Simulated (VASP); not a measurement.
Set up this calculation in VASP 6.6.1, as the native input.

- Task: relaxation of cell and atoms
- Functional: PBE
- Potentials or basis: VASP PAW PBE potentials, release 64 (Ta_pv, S, F)
- Cutoff: 600 eV
- k mesh: 6 × 6 × 4
- Occupations: gaussian, width 0.1 eV
- Spin: no spin polarisation
- Dipole correction: no
- Further INCAR settings: ALGO = Normal; EDIFF = 1e-06; IBRION = 2; EDIFFG = -0.04; NSW = 90; ISIF = 3

The structure of TaSF lies in POSCAR:

```
TaSF
1.0
    3.4502094643      0.0000000000      0.0000000000
    0.0000000000      3.4502094643      0.0000000000
    0.0000000000      0.0000000000      4.1927205281
Ta S F
1 1 1
Direct
    0.5000000000      0.5000000000      0.5000000000
    0.0000000000      0.0000000000      0.5000000000
    0.5000000000      0.5000000000      0.0000000000
```

One way to write it, as run:

INCAR

```
SYSTEM = TaSF
PREC = Accurate
ENCUT = 600
EDIFF = 1E-6
ISMEAR = 0
SIGMA = 0.1
LREAL = .False.
LASPH = .True.
NELM = 60
ALGO = Normal
ISIF = 3
LWAVE = .False.
LCHARG = .False.
GGA = PE
IBRION = 2
NSW = 90
EDIFFG = -0.04
```

KPOINTS

```
regular mesh
0
Gamma
  6 6 4
  0 0 0
```

Potentials or basis: VASP PAW PBE potentials, release 64 (Ta_pv, S, F).

Run with:

```sh
$ cat potpaw_PBE.64/Ta_pv/POTCAR potpaw_PBE.64/S/POTCAR potpaw_PBE.64/F/POTCAR > POTCAR
$ mpirun -np 1 vasp_std > vasp.out
```

Results of the run:

```
Relaxed volume                         : 16.75 Å³/atom
Relaxed cell                           : a = 3.468 Å, b = 3.468 Å, c = 4.178 Å, α = 90.00°, β = 90.00°, γ = 90.00°
Space group after relaxing (to 0.05 Å) : P4/mmm (No. 123)
Energy gained by relaxing              : 1.0 meV/atom
Ionic steps                            : 3
Pressure after relaxing                : -0.2 GPa
Band gap on the k mesh                 : zero (band 12 reaches 6.64 eV, above the bottom of band 13 at 3.94 eV)
```

Caveat: the k points lie up to 0.38 Å⁻¹ apart in the final cell; spin-orbit coupling is left out, which moves the levels of the heavy elements.

It took 57 s on 1 thread of Intel(R) Xeon(R) Platinum 8375C CPU @ 2.90GHz (Ice Lake), on a shared host, peak memory 0.2 GiB.
